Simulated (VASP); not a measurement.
Set up this calculation in VASP 6.6.1, as the native input.

```yaml
Task: single point
Functional: PBE
Potentials_or_basis: VASP PAW PBE potentials, release 64 (C, Al, N)
Cutoff: 520 eV
k_mesh: 2 × 2 × 2, shifted
Occupations: gaussian, width 0.1 eV
Spin: no spin polarisation
Dipole_correction: no
Further_INCAR_settings: LREAL = Auto; ALGO = Normal; EDIFF = 1e-06; NBANDS = 56; ISYM = 0
```

The structure of Al7C6N7 lies in POSCAR:

```
Al7C6N7
1.0
    6.3766821990      0.0304505300     -0.1537333587
    0.0518611120      5.9932713036      0.2608411757
   -0.1825719563      0.2621764982      6.0014578982
C Al N
6 7 7
Direct
    0.9303023696      0.2033727196      0.1421835598
    0.0416056846      0.4479767174      0.6298186743
    0.4779536423      0.0431622063      0.9263117716
    0.3810208613      0.2741869747      0.5278177714
    0.9884101109      0.9652925738      0.1715142678
    0.9437940570      0.9329591884      0.6281677655
    0.2957758401      0.0373291044      0.1992360623
    0.4122313002      0.8025565790      0.7026855557
    0.6911248115      0.2939701610      0.9170042115
    0.8023143764      0.1855655261      0.4334133331
    0.5869756210      0.7537197052      0.1300493477
    0.1311672764      0.5770040258      0.3168540568
    0.2814051768      0.3536307786      0.8628920680
    0.8845309552      0.7721209032      0.2014291149
    0.1016123849      0.8518161423      0.7076016225
    0.3892117421      0.7560766191      0.3765827936
    0.1317953590      0.3309533894      0.1323347254
    0.5095128224      0.1996581477      0.4109105907
    0.8531023111      0.3739553824      0.6574547361
    0.5074230087      0.5541054112      0.9098858187
```

These files were run (other wordings do the same):

INCAR

```
SYSTEM = Al7C6N7
PREC = Accurate ; ENCUT = 520
EDIFF = 1E-6 ; ISMEAR = 0
SIGMA = 0.1 ; LREAL = Auto
LASPH = .TRUE. ; NELM = 100
ALGO = Normal ; ISIF = 2
LWAVE = .FALSE. ; LCHARG = .TRUE.
GGA = PE ; LELF = .TRUE.
LVHAR = .TRUE. ; NBANDS = 56
ISYM = 0
```

KPOINTS

```
Automatic mesh
0
Gamma
  2 2 2
  0.5 0.5 0.5
```

Potentials or basis: VASP PAW PBE potentials, release 64 (C, Al, N).

The run is started by

```sh
$ cat potpaw_PBE.64/C/POTCAR potpaw_PBE.64/Al/POTCAR potpaw_PBE.64/N/POTCAR > POTCAR
$ mpirun -np 1 vasp_std > vasp.out
```

It gave:

| Property | Result |
| --- | --- |
| Pressure | 0.1 GPa |
| Largest force | 0.392 eV/Å |
| Band gap on the k mesh | 0.58 eV, direct |

Run time: 81 s on 1 thread of Intel(R) Xeon(R) Platinum 8375C CPU @ 2.90GHz (Ice Lake), on a shared host, peak memory 0.34 GiB.
